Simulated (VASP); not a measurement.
# TaN (Fm-3m) in VASP: a series of runs

TaN is run at these levels: r2SCAN; tasks: single point.

All numbers are computed with VASP 6.6.1; they aren't measurements. Logs are shortened: lines on timing, memory, paths and dates and some standing lists are left out, and cuts for length are marked.

## Step 1: The cell of the first run

Symmetry: Fm-3m, No. 225, cubic system. Conventional cell: a = 4.452 Å, b = 4.452 Å, c = 4.452 Å, α = 90.00°, β = 90.00°, γ = 90.00°. Within 2.9 Å of Ta (site symmetry m-3m) lie 6 N at 2.23 Å. Within 2.9 Å of N (site symmetry m-3m) lie 6 Ta at 2.23 Å.

## Step 2: Single point, r2SCAN

POSCAR reads:

```
TaN
1.0
    0.0000000000      2.2259679500      2.2259679500
    2.2259679500      0.0000000000      2.2259679500
    2.2259679500      2.2259679500      0.0000000000
Ta N
1 1
Direct
    0.5000000000      0.5000000000      0.5000000000
    0.0000000000      0.0000000000      0.0000000000
```

INCAR.step1 reads:

```
PREC = Accurate
ENCUT = 660
ISMEAR = -1
SIGMA = 0.05
LREAL = F
LASPH = T
NELM = 120
NBANDS = 16
GGA = PE
ALGO = Normal
EDIFF = 1E-5
LWAVE = T
LCHARG = F
GGA_COMPAT = F
```

INCAR.step2 reads:

```
PREC = Accurate
ENCUT = 660
EDIFF = 1E-6
ISMEAR = -1
SIGMA = 0.05
LREAL = F
LASPH = T
NELM = 120
ALGO = Normal
ISIF = 2
LWAVE = F
LCHARG = F
METAGGA = R2SCAN
LMIXTAU = T
NBANDS = 16
ISTART = 1
GGA_COMPAT = F
```

KPOINTS reads:

```
Automatic mesh
0
Gamma
  10 10 10
```

Potentials or basis: VASP PAW PBE potentials, release 64 (Ta_sv_GW, N).

The run is started by

```bash
$ cat potpaw_PBE.64/Ta_sv_GW/POTCAR potpaw_PBE.64/N/POTCAR > POTCAR
$ cp INCAR.step1 INCAR
$ mpirun -np 1 vasp_std > vasp.out
$ cp INCAR.step2 INCAR
$ mpirun -np 1 vasp_std > vasp.out
```

OUTCAR:

```text
PREC = Accurate
   ENCUT = 660
   EDIFF = 1E-6
   ISMEAR = -1
   LREAL = F
   LASPH = T
   NELM = 120
   ISIF = 2
   METAGGA = R2SCAN
   ISTART = 1

 ion  position               nearest neighbor table
   1  0.500  0.500  0.500-   2 2.23   2 2.23   2 2.23   2 2.23   2 2.23   2 2.23
   2  0.000  0.000  0.000-   1 2.23   1 2.23   1 2.23   1 2.23   1 2.23   1 2.23

  LATTYP: Found a face centered cubic cell.
 ALAT       =     4.4519359000

  Lattice vectors:

 A1 = (   0.0000000000,   2.2259679500,   2.2259679500)
 A2 = (   2.2259679500,   0.0000000000,   2.2259679500)
 A3 = (   2.2259679500,   2.2259679500,   0.0000000000)

Analysis of symmetry for initial positions (statically):
=====================================================================
 Subroutine PRICEL returns:
 Original cell was already a primitive cell.

 Routine SETGRP: Setting up the symmetry group for a
 face centered cubic supercell.

 Subroutine GETGRP returns: Found 48 space group operations
 (whereof 48 operations were pure point group operations)
 out of a pool of 48 trial point group operations.

The static configuration has the point symmetry O_h .

Analysis of symmetry for dynamics (positions and initial velocities):
=====================================================================
 Subroutine PRICEL returns:
 Original cell was already a primitive cell.

 Routine SETGRP: Setting up the symmetry group for a
 face centered cubic supercell.

 Subroutine GETGRP returns: Found 48 space group operations
 (whereof 48 operations were pure point group operations)
 out of a pool of 48 trial point group operations.

The dynamic configuration has the point symmetry O_h .

 Subroutine INISYM returns: Found 48 space group operations
 (whereof 48 operations are pure point group operations),
 and found     1 'primitive' translations

----------------------------------------------------------------------------------------

                                     Primitive cell

  volume of cell :      22.0590

  direct lattice vectors                    reciprocal lattice vectors
     0.000000000  2.225967950  2.225967950    -0.224621383  0.224621383  0.224621383
     2.225967950  0.000000000  2.225967950     0.224621383 -0.224621383  0.224621383
     2.225967950  2.225967950  0.000000000     0.224621383  0.224621383 -0.224621383

  length of vectors
     3.147994064  3.147994064  3.147994064     0.389055648  0.389055648  0.389055648

  position of ions in fractional coordinates (direct lattice)
     0.500000000  0.500000000  0.500000000
     0.000000000  0.000000000  0.000000000

  ion indices of the primitive-cell ions
   primitive index   ion index
                 1           1
                 2           2

----------------------------------------------------------------------------------------

 KPOINTS: Automatic mesh

Automatic generation of k-mesh.
 Grid dimensions read from file:
 generate k-points for:   10   10   10

 Generating k-lattice:

  Cartesian coordinates                     Fractional coordinates (reciprocal lattice)
    -0.022462138  0.022462138  0.022462138     0.100000000  0.000000000  0.000000000
     0.022462138 -0.022462138  0.022462138     0.000000000  0.100000000  0.000000000
     0.022462138  0.022462138 -0.022462138     0.000000000  0.000000000  0.100000000

  Length of vectors
     0.038905565  0.038905565  0.038905565

  Shift w.r.t. Gamma in fractional coordinates (k-lattice)
     0.000000000  0.000000000  0.000000000

 Subroutine IBZKPT returns following result:
 ===========================================

 Found     47 irreducible k-points:

 Following reciprocal coordinates:
            Coordinates               Weight
  0.000000  0.000000  0.000000      1.000000
  0.100000  0.000000  0.000000      8.000000
  0.200000  0.000000  0.000000      8.000000
  0.300000  0.000000  0.000000      8.000000
  0.400000  0.000000  0.000000      8.000000
  0.500000  0.000000  0.000000      4.000000
[... 16 lines left out ...]
  0.300000  0.300000  0.000000      6.000000
  0.400000  0.300000  0.000000     24.000000
 [... further k-points ...]
   k-points           NKPTS =     47   k-points in BZ     NKDIM =     47   number of bands    NBANDS=     16
   number of dos      NEDOS =    301   number of ions     NIONS =      2
   total plane-waves  NPLWV =  21952
   dimension x,y,z NGX =    28 NGY =   28 NGZ =   28
   dimension x,y,z NGXF=    56 NGYF=   56 NGZF=   56
   ions per type =               1   1
   NGX,Y,Z   is equivalent  to a cutoff of  14.79, 14.79, 14.79 a.u.
   NGXF,Y,Z  is equivalent  to a cutoff of  29.57, 29.57, 29.57 a.u.
 SYSTEM =  unknown system
   PREC   = accura    normal or accurate (medium, high low for compatibility)
   ISTART =      1    job   : 0-new  1-cont  2-samecut
   ICHARG =      0    charge: 1-file 2-atom 10-const
   ISPIN  =      1    spin polarized calculation?
   LNONCOLLINEAR =      F non collinear calculations
   LSORBIT =      F    spin-orbit coupling
   LASPH  =      T    aspherical Exc in radial PAW
   ENCUT  =  660.0 eV  48.51 Ry    6.96 a.u.   6.59  6.59  6.59*2*pi/ulx,y,z
   NELM   =    120;   NELMIN=  2; NELMDL=  0     # of ELM steps
   EDIFF  = 0.1E-05   stopping-criterion for ELM
   LREAL  =      F    real-space projection
   EDIFFG = 0.1E-04   stopping-criterion for IOM
   NSW    =      0    number of steps for IOM
   IBRION =     -1    ionic relax: 0-MD 1-quasi-New 2-CG
   NFREE  =      0    steps in history (QN), initial steepest desc. (CG)
   ISIF   =      2    stress and relaxation
   ISYM   =      2    0-nonsym 1-usesym 2-fastsym
   POTIM  = 0.5000    time-step for ionic-motion
   TEBEG  =    0.0;   TEEND  =   0.0 temperature during run
   PSTRESS=    0.0 pullay stress
   NELECT =      18.0000    total number of electrons
   NUPDOWN=      -1.0000    fix difference up-down
   EMIN   =  10.00;   EMAX   =-10.00  energy-range for DOS
   EFERMI =   0.00;   METHOD = LEGACY
   ISMEAR =    -1;   SIGMA  =   0.05  broadening in eV -4-tet -1-fermi 0-gaus
   EFERMI_NEDOS =   21; number of points for ismear=-14 and -15
   IALGO  =     38    algorithm
   IMIX   =      4    mixing-type and parameters
     AMIX     =   0.40;   BMIX     =  1.00
     AMIX_MAG =   1.60;   BMIX_MAG =  1.00
  volume/ion in A,a.u.               =      11.03        74.43
  Fermi-wavevector in a.u.,A,eV,Ry     =   1.529807  2.890917 31.841860  2.340311
  Thomas-Fermi vector in A             =   2.637377
   LORBIT       =      0    0 simple, 1 ext, 2 COOP (PROOUT), +10 PAW based schemes
   METAGGA = R2SCAN    functional components
   LHFCALC =     F    Hartree Fock is set to
   AEXX    =    0.0000 exact exchange contribution
   IVDW    =     0    specifies the selected vdW correction
   LEPSILON=     F    determine dielectric tensor
   LRPA    =     F    only Hartree local field effects (RPA)
 non-spin polarized calculation
  energy-cutoff  :      660.00
  volume of cell :       22.06
 maximum number of plane-waves:       875
 NGX is ok and might be reduce to    28
   NGX = 13   NGY = 13   NGZ = 13

 number of electron      18.0000000 magnetization

 Free energy of the ion-electron system (eV)
  ---------------------------------------------------
  ext. energy  EPLUGINS =         0.00000000
  ---------------------------------------------------
  free energy    TOTEN  =       -62.19096469 eV

  energy without entropy =      -62.18516563  energy(sigma->0) =      -62.18806516

 E-fermi :  13.3273     XC(G=0): -14.5246

 val. band max:       13.2229472713   @ k =  -0.2000   0.2000   0.0000
 cond. band min:      13.3630019566   @ k =  -0.3000   0.3000   0.1000
 fundamental gap:      0.1400546852
 Fermi energy:        13.3273089465

 k-point     1 :       0.0000    0.0000    0.0000
  band No.  band energies     occupation
      1     -58.4334      2.00000
      2     -23.9194      2.00000
      3     -23.9194      2.00000
      4     -23.9194      2.00000
      5      -6.3758      2.00000
      6       9.2740      2.00000
[... 8 lines left out ...]
     15      22.9801      0.00000
     16      37.2190      0.00000

 k-point     2 :       0.1000    0.0000    0.0000
  band No.  band energies     occupation
      1     -58.4288      2.00000
      2     -23.9968      2.00000
      3     -23.9264      2.00000
      4     -23.9264      2.00000
      5      -6.1525      2.00000
      6       8.1932      2.00000
[... 8 lines left out ...]
     15      23.6773      0.00000
     16      34.6112      0.00000

 k-point     3 :       0.2000    0.0000    0.0000
  band No.  band energies     occupation
      1     -58.4165      2.00000
      2     -24.1945      2.00000
      3     -23.9448      2.00000
      4     -23.9448      2.00000
      5      -5.5430      2.00000
      6       6.3562      2.00000
[... 8 lines left out ...]
     15      25.2444      0.00000
     16      31.5296      0.00000

 k-point     4 :       0.3000    0.0000    0.0000
  band No.  band energies     occupation
      1     -58.4012      2.00000
      2     -24.4295      2.00000
      3     -23.9673      2.00000
      4     -23.9673      2.00000
      5      -4.7142      2.00000
      6       4.6165      2.00000
[... 8 lines left out ...]
     15      25.5942      0.00000
     16      29.4391      0.00000

 k-point     5 :       0.4000    0.0000    0.0000
  band No.  band energies     occupation
      1     -58.3888      2.00000
      2     -24.6127      2.00000
      3     -23.9854      2.00000
      4     -23.9854      2.00000
      5      -3.9352      2.00000
      6       3.3117      2.00000
[... 8 lines left out ...]
     15      25.0928      0.00000
     16      26.7834      0.00000

 k-point     6 :       0.5000    0.0000    0.0000
  band No.  band energies     occupation
      1     -58.3841      2.00000
      2     -24.6812      2.00000
      3     -23.9923      2.00000
      4     -23.9923      2.00000
      5      -3.5925      2.00000
      6       2.7994      2.00000
[... 8 lines left out ...]
     15      25.1624      0.00000
     16      25.6160      0.00000

 k-point     7 :       0.1000    0.1000    0.0000
  band No.  band energies     occupation
      1     -58.4272      2.00000
      2     -23.9923      2.00000
      3     -23.9436      2.00000
      4     -23.9436      2.00000
      5      -6.0903      2.00000
      6       7.5246      2.00000
[... 8 lines left out ...]
     15      23.9089      0.00000
     16      34.5006      0.00000

 k-point     8 :       0.2000    0.1000    0.0000
  band No.  band energies     occupation
      1     -58.4174      2.00000
      2     -24.1381      2.00000
      3     -23.9702      2.00000
      4     -23.9562      2.00000
      5      -5.6465      2.00000
      6       6.2491      2.00000
[... 8 lines left out ...]
     15      25.2441      0.00000
     16      31.4905      0.00000

 k-point     9 :       0.3000    0.1000    0.0000
  band No.  band energies     occupation
      1     -58.4032      2.00000
      2     -24.3529      2.00000
      3     -23.9958      2.00000
      4     -23.9783      2.00000
      5      -4.9514      2.00000
      6       4.9575      2.00000
[... 8 lines left out ...]
     15      26.0079      0.00000
     16      29.3057      0.00000
[... 172 lines left out ...]
 k-point    19 :       0.5000    0.2000    0.0000
  band No.  band energies     occupation
      1     -58.3785      2.00000
      2     -24.5634      2.00000
      3     -24.1386      2.00000
      4     -24.0547      2.00000
      5      -4.1869      2.00000
      6       4.0551      2.00000
[... 8 lines left out ...]
     15      23.5280      0.00000
     16      27.1861      0.00000

 k-point    20 :      -0.4000    0.2000    0.0000
  band No.  band energies     occupation
      1     -58.3775      2.00000
      2     -24.5695      2.00000
      3     -24.1776      2.00000
      4     -24.0298      2.00000
      5      -4.0255      2.00000
      6       3.7754      2.00000
[... 8 lines left out ...]
     15      23.9824      0.00000
     16      25.9540      0.00000

 k-point    21 :      -0.3000    0.2000    0.0000
  band No.  band energies     occupation
      1     -58.3842      2.00000
      2     -24.4960      2.00000
      3     -24.1746      2.00000
      4     -23.9933      2.00000
      5      -4.2003      2.00000
      6       3.9268      2.00000
[... 8 lines left out ...]
     15      24.7656      0.00000
     16      26.0774      0.00000

 k-point    22 :      -0.2000    0.2000    0.0000
  band No.  band energies     occupation
      1     -58.3959      2.00000
      2     -24.3868      2.00000
      3     -24.1120      2.00000
      4     -23.9592      2.00000
      5      -4.6493      2.00000
      6       4.5490      2.00000
[... 8 lines left out ...]
     15      26.1122      0.00000
     16      26.5554      0.00000

 k-point    23 :       0.3000    0.3000    0.0000
  band No.  band energies     occupation
      1     -58.3906      2.00000
      2     -24.3675      2.00000
      3     -24.0846      2.00000
      4     -24.0846      2.00000
      5      -5.0394      2.00000
      6       4.9398      2.00000
[... 8 lines left out ...]
     15      26.4384      0.00000
     16      29.1788      0.00000

 k-point    24 :       0.4000    0.3000    0.0000
  band No.  band energies     occupation
      1     -58.3808      2.00000
      2     -24.4579      2.00000
      3     -24.1337      2.00000
      4     -24.1109      2.00000
      5      -4.8988      2.00000
      6       5.1216      2.00000
[... 8 lines left out ...]
     15      24.1957      0.00000
     16      28.7312      0.00000

 [... further k-points ...]

------------------------ aborting loop because EDIFF is reached ----------------------------------------

  FORCE on cell =-STRESS in cart. coord.  units (eV):
  Direction    XX          YY          ZZ          XY          YZ          ZX
  --------------------------------------------------------------------------------------
  -------------------------------------------------------------------------------------
  Total       -1.7065941     -1.7065941     -1.7065941     -0.0000000     -0.0000000      0.0000000
  in kB     -123.9521607   -123.9521607   -123.9521607     -0.0000000     -0.0000000      0.0000000
  external PRESSURE =    -123.9521607 kB  Pullay stress =       0.0000000 kB

 VOLUME and BASIS-vectors are now :
 -----------------------------------------------------------------------------
  energy-cutoff  :      660.00
  volume of cell :       22.06
      direct lattice vectors                 reciprocal lattice vectors
     0.000000000  2.225967950  2.225967950    -0.224621383  0.224621383  0.224621383
     2.225967950  0.000000000  2.225967950     0.224621383 -0.224621383  0.224621383
     2.225967950  2.225967950  0.000000000     0.224621383  0.224621383 -0.224621383

 POSITION                                       TOTAL-FORCE (eV/Angst)
 -----------------------------------------------------------------------------------
      2.22597      2.22597      2.22597         0.000000     -0.000000     -0.000000
      0.00000      0.00000      0.00000        -0.000000      0.000000      0.000000
 -----------------------------------------------------------------------------------
    total drift:                                0.000000      0.000000      0.000000

  FREE ENERGIE OF THE ION-ELECTRON SYSTEM (eV)
  ---------------------------------------------------
  free  energy   TOTEN  =       -62.1909646855 eV

  energy  without entropy=      -62.1851656295  energy(sigma->0) =      -62.18806516
```

It took 87 s on 1 thread of Intel Xeon Platinum 8488C (Sapphire Rapids), shared host; peak memory 0.19 GiB.

What came out:

```yaml
Free_energy: -62.1910 eV
Pressure: -12.4 GPa
Band_gap_on_the_k_mesh: zero (band 9 reaches 15.12 eV, above the bottom of band 10 at 11.25 eV)
```

Caveat: the PAW data sets were made with another functional, which shifts forces and pressure a little; spin-orbit coupling is left out, which moves the levels of the heavy elements.

[end of part 1 of 2]
